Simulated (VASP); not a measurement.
Wanted: the native input for a VASP 6.6.1 run.

```yaml
Task: single point
Functional: r2SCAN
Potentials_or_basis: VASP PAW PBE potentials, release 64 (Si, Au)
Cutoff: 520 eV
k_mesh: 6 × 6 × 6
Occupations: methfessel-paxton, width 0.2 eV
Spin: no spin polarisation
Dipole_correction: no
Further_INCAR_settings: ALGO = Normal; EDIFF = 1e-07; NBANDS = 26
```

The system is SiAu3.

```
Si Au
1.0
     0.00000    3.21866    3.21866
     3.21866    0.00000    3.21866
     3.21866    3.21866    0.00000
Si Au
1 3
Direct
  0.00000 0.00000 0.00000
  0.25000 0.25000 0.25000
  0.75000 0.75000 0.75000
  0.50000 0.50000 0.50000
```

The input as run:

POSCAR

```
SiAu3
1.0
    0.0000000000      3.2186593833      3.2186593833
    3.2186593833      0.0000000000      3.2186593833
    3.2186593833      3.2186593833      0.0000000000
Si Au
1 3
Direct
    0.0000000000      0.0000000000      0.0000000000
    0.2500000000      0.2500000000      0.2500000000
    0.7500000000      0.7500000000      0.7500000000
    0.5000000000      0.5000000000      0.5000000000
```

INCAR.step1

```
SYSTEM = SiAu3
PREC     = Accurate       ! precision mode
ENCUT    = 520            ! plane-wave cutoff, eV
ISMEAR   = 1              ! smearing method
SIGMA    = 0.2            ! smearing width, eV
LREAL    = .False.        ! projectors in reciprocal space
LASPH    = .True.         ! aspherical terms in the spheres
NELM     = 100            ! most SCF steps
NBANDS   = 26             ! bands
GGA      = PE             ! functional
ALGO     = Normal         ! electronic algorithm
EDIFF    = 1E-4           ! SCF threshold, eV
LWAVE    = .True.         ! write WAVECAR
LCHARG   = .False.        ! write CHGCAR
```

INCAR.step2

```
SYSTEM = SiAu3
PREC     = Accurate       ! precision mode
ENCUT    = 520            ! plane-wave cutoff, eV
EDIFF    = 1E-7           ! SCF threshold, eV
ISMEAR   = 1              ! smearing method
SIGMA    = 0.2            ! smearing width, eV
LREAL    = .False.        ! projectors in reciprocal space
LASPH    = .True.         ! aspherical terms in the spheres
NELM     = 100            ! most SCF steps
ALGO     = Normal         ! electronic algorithm
ISIF     = 2              ! what is computed and relaxed
LWAVE    = .False.        ! write WAVECAR
LCHARG   = .False.        ! write CHGCAR
METAGGA  = R2SCAN         ! meta-GGA
LMIXTAU  = .True.       
NBANDS   = 26             ! bands
ISTART   = 1
```

KPOINTS

```
Automatic mesh
0
Gamma
  6 6 6
  0 0 0
```

Potentials or basis: VASP PAW PBE potentials, release 64 (Si, Au).

Launch:

```console
$ cat potpaw_PBE.64/Si/POTCAR potpaw_PBE.64/Au/POTCAR > POTCAR
$ cp INCAR.step1 INCAR
$ mpirun -np 1 vasp_std > vasp.out
$ cp INCAR.step2 INCAR
$ mpirun -np 1 vasp_std > vasp.out
```

Results of the run:

- Pressure: 4.7 GPa
- Band gap on the k mesh: zero (an odd number of electrons rules out a gap without spin polarisation)

Caveat: the cell stands under pressure; the PAW data sets were made with another functional, which shifts forces and pressure a little; spin-orbit coupling is left out, which moves the levels of the heavy elements.

Run time: 110 s on 1 thread of Intel(R) Xeon(R) Platinum 8259CL CPU @ 2.50GHz (Skylake/Cascade Lake) (shared host), peak memory 0.21 GiB.
